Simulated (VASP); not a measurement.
AgSn2SeI3:

```xyz
7
Lattice="7.3845 0.0000 0.0000 -3.6923 6.3952 0.0000 0.0000 0.0000 6.0042" Properties=species:S:1:pos:R:3 pbc="T T T"
Ag    0.0000    0.0000    0.0000
Sn    0.0000    4.2635    3.0021
Sn    3.6923    2.1317    3.0021
Se    0.0000    0.0000    3.0021
I     3.6923    0.0000    3.0021
I    -1.8461    3.1976    3.0021
I     1.8461    3.1976    3.0021
```

The cell was built from a structure type or drawn by symmetry, and may not be a known phase.

```yaml
Program: VASP 6.6.1
Task: relaxation of cell and atoms
Functional: PBE
Potentials_or_basis: VASP PAW PBE potentials, release 64 (Ag, Sn_d, Se, I)
Cutoff: 600 eV
k_mesh: 2 × 2 × 2
Occupations: gaussian, width 0.15 eV
Spin: no spin polarisation
```

At the start: pressure 43.0 GPa; volume 40.51 Å³/atom.

Q: How do energy, volume and symmetry change on relaxing?

A: Over 10 steps the energy falls by 4026.5 meV/atom and the volume is 63.89 Å³/atom (+57.7 %); space group P6/mmm (No. 191, to 0.1 Å) before and after.

The path:
```csv
step,energy change (eV),largest force (eV/Å),pressure (GPa),volume (Å³)
1,0.0000,0.0000,42.99,283.55
2,-22.1929,0.0000,-3.16,888.36
3,-26.7751,0.0000,-0.40,533.32
4,-26.8162,0.0000,-1.10,566.66
5,-26.8287,0.0000,-0.90,555.33
6,-26.8247,0.0000,-0.77,549.07
7,-27.3014,0.0000,-0.78,520.34
8,-28.1418,0.0000,0.42,433.69
9,-28.1371,0.0000,-0.30,458.99
10,-28.1856,0.0000,-0.03,447.21
```

Final structure:
```
Ag Sn Se I
1.0
    10.40517    0.00000    0.00000
    -5.20259    9.01114    0.00000
     0.00000    0.00000    4.76963
Ag Sn Se I
1 2 1 3
Direct
  0.00000 0.00000 0.00000
  0.33333 0.66667 0.50000
  0.66667 0.33333 0.50000
  0.00000 0.00000 0.50000
  0.50000 0.00000 0.50000
  0.00000 0.50000 0.50000
  0.50000 0.50000 0.50000
```

Caveat: the k points lie up to 0.66 Å⁻¹ apart in the final cell; the volume moved by over 15 % at a fixed basis, so the end points are rough.
